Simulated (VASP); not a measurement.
# GaP (F-43m) in VASP: notebook

The runs below take GaP through single point, with HSE06, r2SCAN-based global hybrid with 25 % exact exchange, r2SCAN-based global hybrid with 35 % exact exchange, r2SCAN-based global hybrid with 50 % exact exchange.

Program: VASP 6.6.1. These are calculated values, not measurements. Logs are shortened: lines on timing, memory, paths and dates and some standing lists are left out, and cuts for length are marked.

**Measured values to compare with.**

“Stacking defects in GaP nanowires: Electronic structure and optical properties”, 2018, arxiv:1810.01194 quotes, for a bulk crystal of GaP at 10 K: band gap 2.34 eV (indirect).

The results are compared with them further down.

## 1. The cell of the first run

It takes space group F-43m (No. 216, cubic). Conventional cell: a = 5.451 Å, b = 5.451 Å, c = 5.451 Å, α = 90.00°, β = 90.00°, γ = 90.00°. Ga (site symmetry -43m) has 4 P at 2.36 Å within 3.1 Å. Within 3.1 Å of P (site symmetry -43m) lie 4 Ga at 2.36 Å.

## 2. Single point, HSE06

File POSCAR:

```
GaP
1.0
    0.0000000000      2.7252500000      2.7252500000
    2.7252500000      0.0000000000      2.7252500000
    2.7252500000      2.7252500000      0.0000000000
Ga P
1 1
Direct
    0.0000000000      0.0000000000      0.0000000000
    0.7500000000      0.7500000000      0.7500000000
```

File INCAR.step1:

```
SYSTEM = GaP
ALGO = Normal ; EDIFF = 1E-5
ENCUT = 450 ; GGA = PE
ISIF = 2 ; ISMEAR = 0
LASPH = .True. ; LCHARG = .False.
LREAL = .False. ; LWAVE = .True.
NELM = 100 ; PREC = Accurate
SIGMA = 0.02
```

File INCAR.step2:

```
SYSTEM = GaP
ALGO = Normal ; EDIFF = 1E-7
ENCUT = 450 ; GGA = PE
HFSCREEN = 0.2 ; ISIF = 2
ISMEAR = 0 ; ISTART = 1
LASPH = .True. ; LCHARG = .False.
LHFCALC = .True. ; LREAL = .False.
LWAVE = .False. ; NELM = 100
PREC = Accurate ; PRECFOCK = Fast
SIGMA = 0.02
```

File KPOINTS:

```
k-points
0
Gamma
  4 4 4
```

Potentials or basis: VASP PAW PBE potentials, release 64 (Ga_d, P).

On the command line:

```
cat potpaw_PBE.64/Ga_d/POTCAR potpaw_PBE.64/P/POTCAR > POTCAR
cp INCAR.step1 INCAR
mpirun -np 1 vasp_std > vasp.out
cp INCAR.step2 INCAR
mpirun -np 1 vasp_std > vasp.out
```

OUTCAR:

```text
SYSTEM = GaP
   EDIFF = 1E-7
   ENCUT = 450
   GGA = PE
   HFSCREEN = 0.2
   ISIF = 2
   ISMEAR = 0
   ISTART = 1
   LASPH = .True.
   LHFCALC = .True.
   LREAL = .False.
   NELM = 100
   PREC = Accurate
   PRECFOCK = Fast

 Found      8 irreducible k-points:

 Following reciprocal coordinates:
            Coordinates               Weight
  0.000000  0.000000  0.000000      1.000000
  0.250000  0.000000  0.000000      8.000000
  0.500000  0.000000  0.000000      4.000000
  0.250000  0.250000  0.000000      6.000000
  0.500000  0.250000  0.000000     24.000000
 -0.250000  0.250000  0.000000     12.000000
   k-points           NKPTS =      8   k-points in BZ     NKDIM =     64   number of bands    NBANDS=     13
   number of dos      NEDOS =    301   number of ions     NIONS =      2
   total plane-waves  NPLWV =  21952
   dimension x,y,z NGX =    28 NGY =   28 NGZ =   28
   dimension x,y,z NGXF=    56 NGYF=   56 NGZF=   56
   ions per type =               1   1
   NGX,Y,Z   is equivalent  to a cutoff of  12.08, 12.08, 12.08 a.u.
   NGXF,Y,Z  is equivalent  to a cutoff of  24.16, 24.16, 24.16 a.u.
 SYSTEM =  GaP
   PREC   = accura    normal or accurate (medium, high low for compatibility)
   ISTART =      1    job   : 0-new  1-cont  2-samecut
   ICHARG =      0    charge: 1-file 2-atom 10-const
   ISPIN  =      1    spin polarized calculation?
   LNONCOLLINEAR =      F non collinear calculations
   LSORBIT =      F    spin-orbit coupling
   LASPH  =      T    aspherical Exc in radial PAW
   ENCUT  =  450.0 eV  33.07 Ry    5.75 a.u.   6.67  6.67  6.67*2*pi/ulx,y,z
   NELM   =    100;   NELMIN=  2; NELMDL=  0     # of ELM steps
   EDIFF  = 0.1E-06   stopping-criterion for ELM
   LREAL  =      F    real-space projection
   EDIFFG = 0.1E-05   stopping-criterion for IOM
   NSW    =      0    number of steps for IOM
   IBRION =     -1    ionic relax: 0-MD 1-quasi-New 2-CG
   NFREE  =      0    steps in history (QN), initial steepest desc. (CG)
   ISIF   =      2    stress and relaxation
   ISYM   =      3    0-nonsym 1-usesym 2-fastsym
   POTIM  = 0.5000    time-step for ionic-motion
   TEBEG  =    0.0;   TEEND  =   0.0 temperature during run

   SCALEE = 1.0000    scale energy and forces
   PSTRESS=    0.0 pullay stress
   NELECT =      18.0000    total number of electrons
   NUPDOWN=      -1.0000    fix difference up-down
   EMIN   =  10.00;   EMAX   =-10.00  energy-range for DOS
   EFERMI =   0.00;   METHOD = LEGACY
   ISMEAR =     0;   SIGMA  =   0.02  broadening in eV -4-tet -1-fermi 0-gaus
   EFERMI_NEDOS =   21; number of points for ismear=-14 and -15
   IALGO  =     38    algorithm
   IMIX   =      1    mixing-type and parameters
     AMIX     =   0.40;   BMIX     =  1.00
     AMIX_MAG =   1.60;   BMIX_MAG =  1.00
  volume/ion in A,a.u.               =      20.24       136.59
  Fermi-wavevector in a.u.,A,eV,Ry     =   1.249538  2.361284 21.243377  1.561344
  Thomas-Fermi vector in A             =   2.383574
   LORBIT       =      0    0 simple, 1 ext, 2 COOP (PROOUT), +10 PAW based schemes
   GGA     = PE    functional components
   LHFCALC =     T    Hartree Fock is set to
   PRECFOCK=fast      Normal, Fast or Accurate (Low or Medium for compatibility)
   ENCUT4O =  -1.0   cutoff for four orbital integrals eV
   NKREDX  =     1    reduce k-point grid by
   NKREDY  =     1    reduce k-point grid by
   NKREDZ  =     1    reduce k-point grid by
   AEXX    =    0.2500 exact exchange contribution
   HFSCREEN=    0.2000 screening length (either q_TF or 0.3 A-1)
   HFSCREENC=   0.2000 screening length for correlation (either q_TF or 0.3 A-1)
   ENCUTFOCK=  -1.0 apply spherical cutoff to Coloumb kernel
   IVDW    =     0    specifies the selected vdW correction
   LEPSILON=     F    determine dielectric tensor
   LRPA    =     F    only Hartree local field effects (RPA)

   CSHIFT  =0.1000    complex shift for real part using Kramers Kronig

   OMEGAMAX=  -1.0    maximum frequency
 non-spin polarized calculation
 Gauss-broadening in eV      SIGMA  =   0.02
  energy-cutoff  :      450.00
  volume of cell :       40.48
 maximum number of plane-waves:       893
 NGX is ok and might be reduce to    28
  NGX = 16; NGY = 16; NGZ = 16

 number of electron      18.0000016 magnetization

 Free energy of the ion-electron system (eV)
  ---------------------------------------------------
  ext. energy  EPLUGINS =         0.00000000
  ---------------------------------------------------
  free energy    TOTEN  =       -10.69711147 eV

  energy without entropy =      -10.69711147  energy(sigma->0) =      -10.69711147

  exchange ACFDT corr.  =         0.00000000  see jH, gK, PRB 81, 115126

 E-fermi :   4.3780     XC(G=0):  -8.1279

 val. band max:        4.2184287734   @ k =   0.0000   0.0000   0.0000
 cond. band min:       6.5451992146   @ k =   0.5000   0.5000   0.0000
 fundamental gap:      2.3267704413
 Fermi energy:         4.3780397960

 k-point     1 :       0.0000    0.0000    0.0000
  band No.  band energies     occupation
      1     -12.8571      2.00000
      2     -12.8571      2.00000
      3     -12.8570      2.00000
      4     -12.7559      2.00000
      5     -12.7559      2.00000
      6      -9.5479      2.00000
      7       4.2184      2.00000
      8       4.2184      2.00000
      9       4.2184      2.00000
     10       7.0772      0.00000
     11       9.0166      0.00000
     12       9.0166      0.00000
     13       9.0166      0.00000

 k-point     2 :       0.2500    0.0000    0.0000
  band No.  band energies     occupation
      1     -12.8857      2.00000
      2     -12.8434      2.00000
      3     -12.8434      2.00000
      4     -12.7551      2.00000
      5     -12.7551      2.00000
      6      -8.7134      2.00000
      7       0.0628      2.00000
      8       3.5100      2.00000
      9       3.5100      2.00000
     10       7.3026      0.00000
     11       9.9268      0.00000
[... 51 lines left out ...]
 k-point     6 :      -0.2500    0.2500    0.0000
  band No.  band energies     occupation
      1     -12.9101      2.00000
      2     -12.8296      2.00000
      3     -12.8264      2.00000
      4     -12.7573      2.00000
      5     -12.7547      2.00000
      6      -7.5149      2.00000
      7      -1.6305      2.00000
      8       0.5658      2.00000
      9       2.9241      2.00000
     10       8.3060      0.00000
     11      10.9806      0.00000
     12      11.1439      0.00000
     13      11.5005      0.00000

 [... further k-points ...]

------------------------ aborting loop because EDIFF is reached ----------------------------------------

  FORCE on cell =-STRESS in cart. coord.  units (eV):
  Direction    XX          YY          ZZ          XY          YZ          ZX
  --------------------------------------------------------------------------------------
  -------------------------------------------------------------------------------------
  Total        0.2104387      0.2104387      0.2104387      0.0000000      0.0000000      0.0000000
  in kB        8.3288922      8.3288922      8.3288922      0.0000000      0.0000000      0.0000000
  external PRESSURE =       8.3288922 kB  Pullay stress =       0.0000000 kB

 VOLUME and BASIS-vectors are now :
 -----------------------------------------------------------------------------
  energy-cutoff  :      450.00
  volume of cell :       40.48
      direct lattice vectors                 reciprocal lattice vectors
     0.000000000  2.725250000  2.725250000    -0.183469406  0.183469406  0.183469406
     2.725250000  0.000000000  2.725250000     0.183469406 -0.183469406  0.183469406
     2.725250000  2.725250000  0.000000000     0.183469406  0.183469406 -0.183469406

 POSITION                                       TOTAL-FORCE (eV/Angst)
 -----------------------------------------------------------------------------------
      0.00000      0.00000      0.00000         0.000000      0.000000      0.000000
      4.08788      4.08788      4.08788        -0.000000     -0.000000     -0.000000
 -----------------------------------------------------------------------------------
    total drift:                               -0.000017     -0.000009     -0.000006

  FREE ENERGIE OF THE ION-ELECTRON SYSTEM (eV)
  ---------------------------------------------------
  free  energy   TOTEN  =       -10.6971114667 eV

  energy  without entropy=      -10.6971114667  energy(sigma->0) =      -10.69711147
```

Wall time 2.6 min (1 thread of Intel Xeon Platinum 8375C at 2.90GHz (Ice Lake), shared host); peak memory 0.25 GiB.

Results:

```
Free energy            : -10.6971 eV
Pressure               : 0.8 GPa
Band gap on the k mesh : 2.33 eV (least direct gap 2.86 eV)
```

Levels at points of the mesh, in eV from the valence-band top:
| k point | band 5 | band 6 | band 7 | band 8 | band 9 | band 10 | band 11 | band 12 | band 13 |
| --- | --- | --- | --- | --- | --- | --- | --- | --- | --- |
| (0.00, 0.00, 0.00) | -16.97 | -13.77 | 0.00 | 0.00 | 0.00 | 2.86 | 4.80 | 4.80 | 4.80 |
| (0.50, 0.00, 0.00) | -16.97 | -11.54 | -7.23 | -1.21 | -1.21 | 2.56 | 5.64 | 5.64 | 9.29 |
| (0.50, 0.50, 0.00) | -16.96 | -10.55 | -7.33 | -2.92 | -2.92 | 2.33 | 2.60 | 12.09 | 12.09 |

Caveat: the k points lie up to 0.50 Å⁻¹ apart; the PAW data sets were made with another functional, which shifts forces and pressure a little.

## 3. Single point, r2SCAN-based global hybrid with 25 % exact exchange

POSCAR is that of step 2.

File INCAR.step1:

```
SYSTEM = GaP
PREC = Accurate
ENCUT = 520
EDIFF = 1E-5
ISMEAR = -1
SIGMA = 0.05
LREAL = .False.
LASPH = .True.
NELM = 60
ALGO = Normal
ISIF = 2
LWAVE = .True.
LCHARG = .False.
GGA = PE
NBANDS = 16
```

File INCAR.step2:

```
SYSTEM = GaP
PREC = Accurate
ENCUT = 520
EDIFF = 1E-7
ISMEAR = -1
SIGMA = 0.05
LREAL = .False.
LASPH = .True.
NELM = 60
ALGO = Normal
ISIF = 2
LWAVE = .False.
LCHARG = .False.
METAGGA = R2SCAN
LHFCALC = .True.
AEXX = 0.25
LMIXTAU = .True.
PRECFOCK = Normal
ISTART = 1
NBANDS = 16
```

File KPOINTS:

```
regular mesh
0
Gamma
  5 5 5
  0 0 0
```

Potentials or basis: VASP PAW PBE potentials, release 64 (Ga_d, P).

On the command line:

```
cat potpaw_PBE.64/Ga_d/POTCAR potpaw_PBE.64/P/POTCAR > POTCAR
cp INCAR.step1 INCAR
mpirun -np 1 vasp_std > vasp.out
cp INCAR.step2 INCAR
mpirun -np 1 vasp_std > vasp.out
```

It took 47 min on 1 thread of AMD EPYC 7R43 (Zen 3), shared host; peak memory 0.14 GiB.

Results (log left out):

- Free energy: -21.0595 eV
- Pressure: -1.0 GPa
- Band gap on the k mesh: 3.13 eV (least direct gap 3.78 eV)

Levels at points of the mesh, in eV from the valence-band top:
```
           k point  band 5  band 6  band 7  band 8  band 9  band 10  band 11  band 12  band 13  band 14
(0.00, 0.00, 0.00)  -17.36  -14.18    0.00    0.00    0.00     3.78     5.66     5.66     5.66    10.97
```

Caveat: the PAW data sets were made with another functional, which shifts forces and pressure a little; an odd mesh through Γ misses points on the zone boundary, where band edges can lie.

[end of part 1 of 2]
